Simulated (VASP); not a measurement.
Input of a VASP 6.6.1 run:

Contents of INCAR:

```
ALGO     = Normal         # electronic algorithm
EDIFF    = 1E-6           # SCF threshold, eV
ENCUT    = 520            # plane-wave cutoff, eV
GGA      = PE             # functional
ISIF     = 2              # what is computed and relaxed
ISMEAR   = -1             # smearing method
LASPH    = True           # aspherical terms in the spheres
LCHARG   = True           # write CHGCAR
LELF     = True           # ELF
LREAL    = False          # projectors in reciprocal space
LVHAR    = True         
LWAVE    = False          # write WAVECAR
NBANDS   = 8              # bands
NELM     = 60             # most SCF steps
PREC     = Accurate       # precision mode
SIGMA    = 0.05           # smearing width, eV
```

The input KPOINTS:

```
k-points
0
Gamma
  12 12 12
```

POSCAR

```
Sb
1.0
   -1.5552329741      1.5552329741      2.6752861216
    1.5552329741     -1.5552329741      2.6752861216
    1.5552329741      1.5552329741     -2.6752861216
Sb
1
Direct
    0.0000000000      0.0000000000      0.0000000000
```

Potentials or basis: VASP PAW PBE potentials, release 64 (Sb).

The run is started by

```console
$ cat potpaw_PBE.64/Sb/POTCAR > POTCAR
$ mpirun -np 1 vasp_std > vasp.out
```

Task: What does it give for the pressure?

Result: 4.7 GPa.

Stress tensor (GPa, compression positive):
```
5.17 0.00 0.00
0.00 5.17 0.00
0.00 0.00 3.70
```
